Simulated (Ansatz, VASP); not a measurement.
**SrTiO3: VASP beside Ansatz**

INCAR

```
SYSTEM = SrTiO3
PREC = Accurate
ENCUT = 520
EDIFF = 1E-6
ISMEAR = 0
SIGMA = 0.05
LREAL = .False.
LASPH = .True.
NELM = 80
ALGO = Normal
ISIF = 2
LWAVE = .False.
LCHARG = .False.
GGA = PS
NBANDS = 28
```

The input KPOINTS:

```
Automatic mesh
0
Gamma
  8 8 8
  0 0 0
```

Contents of POSCAR:

```
SrTiO3
1.0
    4.0470368016      0.0000000000      0.0000000000
    0.0000000000      4.0470368016      0.0000000000
    0.0000000000      0.0000000000      3.8913815400
Sr Ti O
1 1 3
Direct
    0.0072188559      0.0000000000      0.0000000000
    0.5178206165      0.5000000000      0.5000000000
   -0.0291211991      0.5000000000      0.5000000000
    0.4681347103      0.0000000000      0.5000000000
    0.4681347103      0.5000000000      0.0000000000
```

Input for Ansatz:

```yaml
crystal:
  lattice:
    - [4.0470368016, 0.0, 0.0]
    - [0.0, 4.0470368016, 0.0]
    - [0.0, 0.0, 3.89138154]
  atoms:
    - { symbol: Sr, position: [0.0072188559, 0.0, 0.0] }
    - { symbol: Ti, position: [0.5178206165, 0.5, 0.5] }
    - { symbol: O, position: [-0.0291211991, 0.5, 0.5] }
    - { symbol: O, position: [0.4681347103, 0.0, 0.5] }
    - { symbol: O, position: [0.4681347103, 0.5, 0.0] }
basis:
  ecutwfc: 520.0
kpoints:
  mp_grid: { grid: [8, 8, 8] }
hamiltonian:
  xc: pbesol
  pseudopotentials: { kind: paw, azcp: { folder: soft_1 } }
scf:
  occupations: { method: gaussian, width: 0.05 }
output:
  forces: true
  stress: true
  eigenvalues: true
```

Change from the starting cell: mode 1 frozen in at -0.124 Å, equal normal strain along x and y +0.0400.

Alike in both runs: task single point; functional PBEsol; k mesh 8 × 8 × 8; occupations gaussian, width 0.05 eV; no spin polarisation.

|  | VASP | Ansatz |
| --- | --- | --- |
| version | VASP 6.6.1 | Ansatz 0.2.0 |
| potentials or method | VASP PAW PBE potentials, release 64 (Sr_sv, Ti_sv, O), cutoff 520 eV | scalar-relativistic, plane waves, PAW |
| valence electrons in the cell | 40 | 40 |

```tsv
	VASP	Ansatz	Ansatz less VASP
gap on the k mesh at the Fermi level (eV)	1.77	1.81	+0.033
least direct gap on the mesh (eV)	2.40	2.42	+0.022
pressure (GPa)	-9.6	-10.1	-0.55
traceless stress, the component that is largest in VASP (GPa)	-3.80	-3.71	+0.086
rms of the force components (eV/Å)	0.120	0.125	+0.0043
```

VASP's potentials were made for PBE, not for PBEsol, and Ansatz warns of the same on its side. Atom by atom the forces differ by 0.024 eV/Å (rms over components). With one functional, cell and mesh, what is left measures potentials, basis and numerics.
